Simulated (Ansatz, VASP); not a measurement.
One calculation of Bi, two programs

File INCAR:

```
SYSTEM = Bi
ALGO     = Normal         ! electronic algorithm
DIPOL    = 0.5 0.5 0.500
EDIFF    = 1E-6           ! SCF threshold, eV
ENCUT    = 520            ! plane-wave cutoff, eV
GGA      = PE             ! functional
IDIPOL   = 3            
ISIF     = 2              ! what is computed and relaxed
ISMEAR   = 0              ! smearing method
LASPH    = .True.         ! aspherical terms in the spheres
LCHARG   = .False.        ! write CHGCAR
LDIPOL   = .True.       
LREAL    = .False.        ! projectors in reciprocal space
LWAVE    = .False.        ! write WAVECAR
NBANDS   = 22             ! bands
NELM     = 80             ! most SCF steps
PREC     = Accurate       ! precision mode
SIGMA    = 0.02           ! smearing width, eV
```

File KPOINTS:

```
k-points
0
Gamma
  9 9 1
  0 0 0
```

POSCAR

```
Bi
1.0
    4.3490000000      0.0000000000      0.0000000000
   -2.1745000000      3.7663444811      0.0000000000
    0.0000000000      0.0000000000     28.0000000000
Bi
2
Direct
    0.3333333333      0.6666666667      0.5396071429
    0.6666666667      0.3333333333      0.4603928571
```

Input for Ansatz:

```yaml
crystal:
  lattice:
    - [4.349, 0.0, 0.0]
    - [-2.1745, 3.7663444811, 0.0]
    - [0.0, 0.0, 28.0]
  atoms:
    - { symbol: Bi, position: [0.3333333333, 0.6666666667, 0.5396071429] }
    - { symbol: Bi, position: [0.6666666667, 0.3333333333, 0.4603928571] }
  periodic: [true, true, false]
basis:
  ecutwfc: 420
kpoints:
  mp_grid: { grid: [9, 9, 1] }
hamiltonian:
  xc: pbe
scf:
  occupations: { method: gaussian, width: 0.02 }
output:
  forces: true
  stress: true
  eigenvalues: true
```

Alike in both runs: task single point; functional PBE; k mesh 9 × 9 × 1; occupations gaussian, width 0.02 eV; no spin polarisation.

|  | VASP | Ansatz |
| --- | --- | --- |
| version | VASP 6.6.1 | Ansatz 0.2.0 |
| potentials or method | VASP PAW PBE potentials, release 64 (Bi_d), cutoff 520 eV | scalar-relativistic, plane waves, PAW |
| valence electrons in the cell | 30 | 30 |

```csv
,VASP,Ansatz,Ansatz less VASP
gap on the k mesh at the Fermi level (eV),none,none,-
rms of the force components (eV/Å),1.248,1.251,+0.0025
```

Atom by atom the forces differ by 0.002 eV/Å (rms over components). A gap of «none» marks a metal or a gap that the smearing closes.

Spin-orbit coupling is off throughout.
